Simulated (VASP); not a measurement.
## TiCo2: single point with r2SCAN

The system is TiCo2.

```
Ti Co
1.0
     0.00000    3.33157    3.33157
     3.33157    0.00000    3.33157
     3.33157    3.33157    0.00000
Ti Co
2 4
Direct
  0.50000 0.50000 0.50000
  0.75000 0.75000 0.75000
  0.12500 0.12500 0.12500
  0.62500 0.12500 0.12500
  0.12500 0.12500 0.62500
  0.12500 0.62500 0.12500
```

| Item | Value |
| --- | --- |
| Program | VASP 6.6.1 |
| Task | single point |
| Functional | r2SCAN |
| Potentials or basis | VASP PAW PBE potentials, release 64 (Ti_sv, Co) |
| Cutoff | 520 eV |
| k mesh | 10 × 10 × 10 |
| Occupations | gaussian, width 0.1 eV |
| Spin | collinear spin, ferrimagnetic start |
| Starting moments | [-0.71, -0.71, 1.69, 1.69, 1.69, 1.69] μB |
| Dipole correction | no |
| Further INCAR settings | ALGO = Normal; EDIFF = 1e-06; NBANDS = 43 |

```
Pressure                                              : 2.0 GPa
Net moment                                            : 4.04 μB per cell
Site moments                                          : Ti -0.62; Co +1.46 μB
Valence electrons inside the program's atomic spheres : Ti 10.18; Co 8.44
```

Levels at points of the mesh, in eV from the Fermi level:
Spin up:
```tsv
k point	band 29	band 30	band 31	band 32	band 33	band 34	band 35	band 36
(0.00, 0.00, 0.00)	-0.74	-0.74	-0.74	-0.71	-0.71	-0.71	0.89	0.89
(0.50, 0.00, 0.00)	-1.98	-0.74	0.17	0.17	0.52	0.52	0.54	0.54
(0.50, 0.50, 0.00)	-1.93	-1.93	-0.69	-0.69	0.78	0.78	1.17	1.17
```
Spin down:
```tsv
k point	band 25	band 26	band 27	band 28	band 29	band 30	band 31	band 32
(0.00, 0.00, 0.00)	-0.69	-0.69	0.05	0.05	0.05	0.22	0.22	0.79
(0.50, 0.00, 0.00)	-0.41	-0.41	-0.05	-0.05	-0.01	0.36	0.36	0.47
(0.50, 0.50, 0.00)	-1.67	-1.67	-0.26	-0.26	0.17	0.17	0.39	0.39
```

It took 39 min on 1 thread of AMD EPYC 7R43 64-Core Processor (Zen 3), on a shared host, peak memory 0.35 GiB.

Caveat: the PAW data sets were made with another functional, which shifts forces and pressure a little.
